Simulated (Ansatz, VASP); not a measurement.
CsBr in VASP and in Ansatz

The input INCAR:

```
SYSTEM = CsBr
ALGO = Normal ; EDIFF = 1E-6
ENCUT = 500 ; GGA = PE
GGA_COMPAT = .FALSE. ; ISIF = 2
ISMEAR = -1 ; LASPH = .TRUE.
LCHARG = .FALSE. ; LREAL = .FALSE.
LWAVE = .FALSE. ; NBANDS = 15
NELM = 120 ; PREC = Accurate
SIGMA = 0.02
```

File KPOINTS:

```
k-points
0
G
  7 7 7
  0 0 0
```

POSCAR

```
CsBr
1.0
    4.2860000000      0.0000000000      0.0000000000
    0.0000000000      4.2860000000      0.0000000000
    0.0000000000      0.0000000000      4.2860000000
Cs Br
1 1
Direct
    0.0000000000      0.0000000000      0.0000000000
    0.5000000000      0.5000000000      0.5000000000
```

Input for Ansatz:

```yaml
crystal:
  lattice:
    - [4.286, 0.0, 0.0]
    - [0.0, 4.286, 0.0]
    - [0.0, 0.0, 4.286]
  atoms:
    - { symbol: Cs, position: [0.0, 0.0, 0.0] }
    - { symbol: Br, position: [0.5, 0.5, 0.5] }
basis:
  ecutwfc: 420.0
kpoints:
  mp_grid:
    grid: [7, 7, 7]
hamiltonian:
  xc: pbe
scf:
  convergence:
    dr2_threshold: 1.0e-07
  occupations:
    method: fermi_dirac
    width: 0.02
output:
  stress: true
```

Alike in both runs: task single point; functional PBE; k mesh 7 × 7 × 7; occupations fermi-dirac, width 0.02 eV; no spin polarisation.

|  | VASP | Ansatz |
| --- | --- | --- |
| version | VASP 6.6.1 | Ansatz 0.2.0 |
| potentials or method | VASP PAW PBE potentials, release 64 (Cs_sv, Br), cutoff 500 eV | plane waves, PAW |
| valence electrons in the cell | 16 | 16 |

|  | VASP | Ansatz | Ansatz less VASP |
| --- | --- | --- | --- |
| pressure (GPa) | 1.1 | 1.1 | -0.05 |

Ansatz's warnings: stress scf threshold loose.

Spin-orbit coupling is off throughout.
